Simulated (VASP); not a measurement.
# Cu (Fm-3m) in VASP: notebook

The runs below take Cu through single point, relaxation of cell and atoms, with LDA.

Program: VASP 6.6.1. These are calculated values, not measurements. Logs are shortened: lines on timing, memory, paths and dates and some standing lists are left out, and cuts for length are marked.

## Step 1: The cell of the first run

The structure is cubic, space group Fm-3m (No. 225). Conventional cell: a = 3.518 Å, b = 3.518 Å, c = 3.518 Å, α = 90.00°, β = 90.00°, γ = 90.00°. Within 3.3 Å of Cu (site symmetry m-3m) lie 12 Cu at 2.49 Å.

## Step 2: Single point, LDA

File INCAR:

```
PREC = Accurate
ENCUT = 520
EDIFF = 1E-6
ISMEAR = -1
SIGMA = 0.15
LREAL = F
LASPH = T
NELM = 60
ALGO = Normal
ISIF = 2
LWAVE = F
LCHARG = T
LELF = T
LVHAR = T
NBANDS = 12
```

File KPOINTS:

```
Automatic mesh
0
Gamma
  18 18 18
```

File POSCAR:

```
Cu
1.0
    0.0000000000      1.7592409023      1.7592409023
    1.7592409023      0.0000000000      1.7592409023
    1.7592409023      1.7592409023      0.0000000000
Cu
1
Direct
    0.0000000000      0.0000000000      0.0000000000
```

Potentials or basis: VASP PAW LDA potentials, release 64 (Cu).

On the command line:

```bash
> cat potpaw_LDA.64/Cu/POTCAR > POTCAR
> mpirun -np 1 vasp_std > vasp.out
```

OUTCAR:

```text
PREC = Accurate
   ENCUT = 520
   EDIFF = 1E-6
   ISMEAR = -1
   LREAL = F
   LASPH = T
   NELM = 60
   ISIF = 2

 ion  position               nearest neighbor table
   1  0.000  0.000  0.000-

  LATTYP: Found a face centered cubic cell.
 ALAT       =     3.5184818046

  Lattice vectors:

 A1 = (   0.0000000000,   1.7592409023,   1.7592409023)
 A2 = (   1.7592409023,   0.0000000000,   1.7592409023)
 A3 = (   1.7592409023,   1.7592409023,   0.0000000000)

Analysis of symmetry for initial positions (statically):
=====================================================================
 Subroutine PRICEL returns:
 Original cell was already a primitive cell.

 Routine SETGRP: Setting up the symmetry group for a
 face centered cubic supercell.

 Subroutine GETGRP returns: Found 48 space group operations
 (whereof 48 operations were pure point group operations)
 out of a pool of 48 trial point group operations.

The static configuration has the point symmetry O_h .

Analysis of symmetry for dynamics (positions and initial velocities):
=====================================================================
 Subroutine PRICEL returns:
 Original cell was already a primitive cell.

 Routine SETGRP: Setting up the symmetry group for a
 face centered cubic supercell.

 Subroutine GETGRP returns: Found 48 space group operations
 (whereof 48 operations were pure point group operations)
 out of a pool of 48 trial point group operations.

The dynamic configuration has the point symmetry O_h .

 Subroutine INISYM returns: Found 48 space group operations
 (whereof 48 operations are pure point group operations),
 and found     1 'primitive' translations

----------------------------------------------------------------------------------------

                                     Primitive cell

  volume of cell :      10.8894

  direct lattice vectors                    reciprocal lattice vectors
     0.000000000  1.759240902  1.759240902    -0.284213492  0.284213492  0.284213492
     1.759240902  0.000000000  1.759240902     0.284213492 -0.284213492  0.284213492
     1.759240902  1.759240902  0.000000000     0.284213492  0.284213492 -0.284213492

  length of vectors
     2.487942344  2.487942344  2.487942344     0.492272208  0.492272208  0.492272208

  position of ions in fractional coordinates (direct lattice)
     0.000000000  0.000000000  0.000000000

  ion indices of the primitive-cell ions
   primitive index   ion index
                 1           1

----------------------------------------------------------------------------------------

 KPOINTS: Automatic mesh

Automatic generation of k-mesh.
 Grid dimensions read from file:
 generate k-points for:   18   18   18

 Generating k-lattice:

  Cartesian coordinates                     Fractional coordinates (reciprocal lattice)
    -0.015789638  0.015789638  0.015789638     0.055555556  0.000000000  0.000000000
     0.015789638 -0.015789638  0.015789638     0.000000000  0.055555556  0.000000000
     0.015789638  0.015789638 -0.015789638     0.000000000  0.000000000  0.055555556

  Length of vectors
     0.027348456  0.027348456  0.027348456

  Shift w.r.t. Gamma in fractional coordinates (k-lattice)
     0.000000000  0.000000000  0.000000000

 Subroutine IBZKPT returns following result:
 ===========================================

 Found    195 irreducible k-points:

 Following reciprocal coordinates:
            Coordinates               Weight
  0.000000  0.000000  0.000000      1.000000
  0.055556  0.000000  0.000000      8.000000
  0.111111  0.000000  0.000000      8.000000
  0.166667  0.000000  0.000000      8.000000
  0.222222  0.000000  0.000000      8.000000
  0.277778  0.000000  0.000000      8.000000
[... 16 lines left out ...]
 -0.277778  0.055556  0.000000     24.000000
 -0.222222  0.055556  0.000000     24.000000
 [... further k-points ...]
   k-points           NKPTS =    195   k-points in BZ     NKDIM =    195   number of bands    NBANDS=     12
   number of dos      NEDOS =    301   number of ions     NIONS =      1
   total plane-waves  NPLWV =   8000
   dimension x,y,z NGX =    20 NGY =   20 NGZ =   20
   dimension x,y,z NGXF=    40 NGYF=   40 NGZF=   40
   ions per type =               1
   NGX,Y,Z   is equivalent  to a cutoff of  13.36, 13.36, 13.36 a.u.
   NGXF,Y,Z  is equivalent  to a cutoff of  26.73, 26.73, 26.73 a.u.
 SYSTEM =  unknown system
   PREC   = accura    normal or accurate (medium, high low for compatibility)
   ISTART =      0    job   : 0-new  1-cont  2-samecut
   ICHARG =      2    charge: 1-file 2-atom 10-const
   ISPIN  =      1    spin polarized calculation?
   LNONCOLLINEAR =      F non collinear calculations
   LSORBIT =      F    spin-orbit coupling
   LASPH  =      T    aspherical Exc in radial PAW
   ENCUT  =  520.0 eV  38.22 Ry    6.18 a.u.   4.63  4.63  4.63*2*pi/ulx,y,z
   NELM   =     60;   NELMIN=  2; NELMDL= -5     # of ELM steps
   EDIFF  = 0.1E-05   stopping-criterion for ELM
   LREAL  =      F    real-space projection
   EDIFFG = 0.1E-04   stopping-criterion for IOM
   NSW    =      0    number of steps for IOM
   IBRION =     -1    ionic relax: 0-MD 1-quasi-New 2-CG
   NFREE  =      0    steps in history (QN), initial steepest desc. (CG)
   ISIF   =      2    stress and relaxation
   ISYM   =      2    0-nonsym 1-usesym 2-fastsym
   POTIM  = 0.5000    time-step for ionic-motion
   TEBEG  =    0.0;   TEEND  =   0.0 temperature during run
   PSTRESS=    0.0 pullay stress
   NELECT =      11.0000    total number of electrons
   NUPDOWN=      -1.0000    fix difference up-down
   EMIN   =  10.00;   EMAX   =-10.00  energy-range for DOS
   EFERMI =   0.00;   METHOD = LEGACY
   ISMEAR =    -1;   SIGMA  =   0.15  broadening in eV -4-tet -1-fermi 0-gaus
   EFERMI_NEDOS =   21; number of points for ismear=-14 and -15
   IALGO  =     38    algorithm
   IMIX   =      4    mixing-type and parameters
     AMIX     =   0.40;   BMIX     =  1.00
     AMIX_MAG =   1.60;   BMIX_MAG =  1.00
  volume/ion in A,a.u.               =      10.89        73.49
  Fermi-wavevector in a.u.,A,eV,Ry     =   1.642620  3.104102 36.711242  2.698200
  Thomas-Fermi vector in A             =   2.732892
   LORBIT       =      0    0 simple, 1 ext, 2 COOP (PROOUT), +10 PAW based schemes
   GGA     = CA    functional components
   LHFCALC =     F    Hartree Fock is set to
   AEXX    =    0.0000 exact exchange contribution
   IVDW    =     0    specifies the selected vdW correction
   LEPSILON=     F    determine dielectric tensor
   LRPA    =     F    only Hartree local field effects (RPA)
 non-spin polarized calculation
  energy-cutoff  :      520.00
  volume of cell :       10.89
 maximum number of plane-waves:       304
   NGX =  9   NGY =  9   NGZ =  9

 number of electron      10.9999998 magnetization

 Free energy of the ion-electron system (eV)
  ---------------------------------------------------
  ext. energy  EPLUGINS =         0.00000000
  ---------------------------------------------------
  free energy    TOTEN  =        -4.71838851 eV

  energy without entropy =       -4.69717387  energy(sigma->0) =       -4.70778119

 E-fermi :   8.4099     XC(G=0): -13.5842

 val. band max:        8.4095893545   @ k =   0.5000   0.2778   0.1111
 cond. band min:       8.4497265904   @ k =   0.4444   0.3889   0.0000
 fundamental gap:      0.0401372359
 Fermi energy:         8.4099170158

 k-point     1 :       0.0000    0.0000    0.0000
  band No.  band energies     occupation
      1      -1.5826      2.00000
      2       5.0629      2.00000
      3       5.0629      2.00000
      4       5.0629      2.00000
      5       6.0124      2.00000
      6       6.0124      2.00000
      7      31.7218      0.00000
      8      34.8409      0.00000
      9      34.8409      0.00000
     10      34.8409      0.00000
     11      37.4582      0.00000
     12      37.4582      0.00000

 k-point     2 :       0.0556    0.0000    0.0000
  band No.  band energies     occupation
      1      -1.4633      2.00000
      2       5.0353      2.00000
      3       5.0872      2.00000
      4       5.0872      2.00000
      5       6.0025      2.00000
      6       6.0025      2.00000
      7      31.1576      0.00000
      8      33.3573      0.00000
      9      34.4764      0.00000
     10      34.4764      0.00000
     11      37.9810      0.00000
     12      37.9810      0.00000

 k-point     3 :       0.1111    0.0000    0.0000
  band No.  band energies     occupation
      1      -1.1098      2.00000
      2       4.9607      2.00000
      3       5.1504      2.00000
      4       5.1504      2.00000
      5       5.9820      2.00000
      6       5.9820      2.00000
      7      28.8239      0.00000
      8      32.5938      0.00000
      9      33.8026      0.00000
     10      33.8026      0.00000
     11      39.0598      0.00000
     12      39.0598      0.00000
[... 286 lines left out ...]
 k-point    23 :      -0.2778    0.0556    0.0000
  band No.  band energies     occupation
      1       1.4735      2.00000
      2       4.7914      2.00000
      3       5.1870      2.00000
      4       5.2373      2.00000
      5       6.1137      2.00000
      6       6.4181      2.00000
      7      19.3390      0.00000
      8      29.0060      0.00000
      9      32.3396      0.00000
     10      33.8759      0.00000
     11      35.7564      0.00000
     12      37.4663      0.00000

 k-point    24 :      -0.2222    0.0556    0.0000
  band No.  band energies     occupation
      1       0.5998      2.00000
      2       4.7312      2.00000
      3       5.2432      2.00000
      4       5.2868      2.00000
      5       5.9530      2.00000
      6       6.2318      2.00000
      7      22.0824      0.00000
      8      29.3217      0.00000
      9      33.0275      0.00000
     10      34.4179      0.00000
     11      36.9882      0.00000
     12      37.6058      0.00000

 [... further k-points ...]

------------------------ aborting loop because EDIFF is reached ----------------------------------------

  FORCE on cell =-STRESS in cart. coord.  units (eV):
  Direction    XX          YY          ZZ          XY          YZ          ZX
  --------------------------------------------------------------------------------------
  -------------------------------------------------------------------------------------
  Total        0.0628842      0.0628842      0.0628842      0.0000000      0.0000000     -0.0000000
  in kB        9.2522215      9.2522215      9.2522215      0.0000000      0.0000000     -0.0000000
  external PRESSURE =       9.2522215 kB  Pullay stress =       0.0000000 kB

 VOLUME and BASIS-vectors are now :
 -----------------------------------------------------------------------------
  energy-cutoff  :      520.00
  volume of cell :       10.89
      direct lattice vectors                 reciprocal lattice vectors
     0.000000000  1.759240902  1.759240902    -0.284213492  0.284213492  0.284213492
     1.759240902  0.000000000  1.759240902     0.284213492 -0.284213492  0.284213492
     1.759240902  1.759240902  0.000000000     0.284213492  0.284213492 -0.284213492

 POSITION                                       TOTAL-FORCE (eV/Angst)
 -----------------------------------------------------------------------------------
      0.00000      0.00000      0.00000         0.000000      0.000000      0.000000
 -----------------------------------------------------------------------------------
    total drift:                                0.000000      0.000000      0.000000

  FREE ENERGIE OF THE ION-ELECTRON SYSTEM (eV)
  ---------------------------------------------------
  free  energy   TOTEN  =        -4.7183885109 eV

  energy  without entropy=       -4.6971738710  energy(sigma->0) =       -4.70778119
```

Run time: 20 s. Hardware: 1 thread of Intel Xeon 6975P-C, shared host; peak memory 0.13 GiB.

Results:

* Free energy: -4.7184 eV
* Pressure: 0.9 GPa

## Step 3: Relaxation of cell and atoms, LDA

File INCAR:

```
ALGO     = Normal         # electronic algorithm
EDIFF    = 1E-6           # SCF threshold, eV
EDIFFG   = -0.002         # ionic threshold
ENCUT    = 600            # plane-wave cutoff, eV
GGA      = CA             # functional
IBRION   = 2              # ionic algorithm
ISIF     = 3              # what is computed and relaxed
ISMEAR   = 0              # smearing method
LASPH    = T              # aspherical terms in the spheres
LCHARG   = F              # write CHGCAR
LREAL    = F              # projectors in reciprocal space
LWAVE    = F              # write WAVECAR
NELM     = 80             # most SCF steps
NSW      = 100            # ionic steps
PREC     = Accurate       # precision mode
SIGMA    = 0.1            # smearing width, eV
```

File KPOINTS:

```
k-points
0
Gamma
  18 18 18
```

File POSCAR:

```
Cu
1.0
    0.0000000000      1.7598111927      1.7598111927
    1.7598111927      0.0000000000      1.7598111927
    1.7598111927      1.7598111927      0.0000000000
Cu
1
Direct
    0.0000000000      0.0000000000      0.0000000000
```

Potentials or basis: VASP PAW LDA potentials, release 64 (Cu).

On the command line:

```bash
> cat potpaw_LDA.64/Cu/POTCAR > POTCAR
> mpirun -np 1 vasp_std > vasp.out
```

Wall time 32 s (1 thread of Intel Xeon 6975P-C, shared host); peak memory 0.14 GiB.

The run converged. Its results:

| Item | Value |
| --- | --- |
| Free energy | -4.7083 eV |
| Relaxed volume | 10.95 Å³/atom |
| Relaxed cell | a = 2.492 Å, b = 2.492 Å, c = 2.492 Å, α = 60.00°, β = 60.00°, γ = 60.00° |
| Space group after relaxing (to 0.05 Å) | Fm-3m (No. 225) |
| Energy gained by relaxing | 0.1 meV/atom |
| Ionic steps | 3 |
| Pressure after relaxing | 0.0 GPa |

Step by step:
```tsv
step	energy change (eV)	largest force (eV/Å)	pressure (GPa)	volume (Å³)
1	0.0000	0.0000	0.78	10.90
2	0.0000	0.0000	-0.48	10.98
3	-0.0001	0.0000	-0.01	10.95
```

Final structure:
```
Cu
1.0
     0.00000    1.76223    1.76223
     1.76223    0.00000    1.76223
     1.76223    1.76223    0.00000
Cu
1
Direct
  0.00000 0.00000 0.00000
```

Levels at points of the mesh, in eV from the Fermi level:
| k point | band 4 | band 5 | band 6 | band 7 | band 8 | band 9 |
| --- | --- | --- | --- | --- | --- | --- |
| (0.00, 0.00, 0.00) | -3.28 | -2.34 | -2.34 | 23.31 | 26.39 | 26.39 |
| (0.50, 0.00, 0.00) | -1.70 | -1.70 | -1.18 | 4.16 | 21.79 | 23.15 |
| (0.50, 0.50, 0.00) | -1.54 | -1.54 | 1.46 | 7.69 | 13.63 | 13.63 |

## Step 4: Relaxation of cell and atoms, LDA

File INCAR:

```
PREC = Accurate ; ENCUT = 600
EDIFF = 1E-6 ; ISMEAR = -1
SIGMA = 0.15 ; LREAL = F
LASPH = T ; NELM = 80
ALGO = Normal ; ISIF = 3
LWAVE = F ; LCHARG = F
GGA = CA ; IBRION = 2
NSW = 80 ; EDIFFG = -0.001
```

File KPOINTS:

```
Automatic mesh
0
Gamma
  18 18 18
```

File POSCAR:

```
Cu
1.0
    0.0000000000      1.7592131580      1.7592131580
    1.7592131580      0.0000000000      1.7592131580
    1.7592131580      1.7592131580      0.0000000000
Cu
1
Direct
    0.0000000000      0.0000000000      0.0000000000
```

On the command line:

```bash
> cat potpaw_LDA.64/Cu/POTCAR > POTCAR
> mpirun -np 1 vasp_std > vasp.out
```

Wall time 44 s (1 thread of Intel Xeon 6975P-C, shared host); peak memory 0.14 GiB.

Results (log left out):

* Free energy: -4.7186 eV
* Relaxed volume: 10.94 Å³/atom
* Relaxed cell: a = 2.492 Å, b = 2.492 Å, c = 2.492 Å, α = 60.00°, β = 60.00°, γ = 60.00°
* Space group after relaxing (to 0.05 Å): Fm-3m (No. 225)
* Energy gained by relaxing: 0.2 meV/atom
* Ionic steps: 10
* Pressure after relaxing: 0.0 GPa

The path:
```tsv
step	energy change (eV)	largest force (eV/Å)	pressure (GPa)	volume (Å³)
1	0.0000	0.0000	0.98	10.89
2	-0.0001	0.0000	-0.61	10.99
3	-0.0002	0.0000	-0.02	10.94
4	-0.0002	0.0000	0.08	10.94
5	-0.0002	0.0000	0.03	10.94
6	-0.0002	0.0000	-0.51	10.94
7	-0.0002	0.0000	0.51	10.94
8	-0.0002	0.0000	-0.18	10.94
9	-0.0002	0.0000	0.10	10.94
10	-0.0002	0.0000	0.00	10.94
```

Final structure:
```xyz
1
Lattice="0.0000 1.7622 1.7622 1.7622 0.0000 1.7622 1.7622 1.7622 0.0000" Properties=species:S:1:pos:R:3 pbc="T T T"
Cu    0.0000    0.0000    0.0000
```

Levels at points of the mesh, in eV from the Fermi level:
```csv
k point,band 4,band 5,band 6,band 7,band 8,band 9
"(0.00, 0.00, 0.00)",-3.33,-2.39,-2.39,23.27,26.35,26.35
"(0.50, 0.00, 0.00)",-1.75,-1.75,-1.21,4.11,21.76,23.11
"(0.50, 0.50, 0.00)",-1.59,-1.59,1.42,7.65,13.60,13.60
```

## Step 5: Summary

| task | cell | cutoff (eV) | smearing | gap on the mesh (eV) | pressure (GPa) | relaxed volume (Å³/atom) |
| --- | --- | --- | --- | --- | --- | --- |
| single point | a = 2.488 Å, angles 60.0°, 1 atom | 520 | fermi-dirac 0.15 eV | none | 0.9 | - |
| relaxation of cell and atoms | relaxed from a = 2.489 Å, angles 60.0°, 1 atom | 600 | gaussian 0.1 eV | none | 0.0 | 10.95 |
| relaxation of cell and atoms | relaxed from a = 2.488 Å, angles 60.0°, 1 atom | 600 | fermi-dirac 0.15 eV | none | 0.0 | 10.94 |

Alike in all rows: level LDA; potentials or basis VASP PAW LDA potentials, release 64 (Cu); no spin polarisation; k mesh 18 × 18 × 18.

Absolute energies hang on the potentials; compare differences alone.
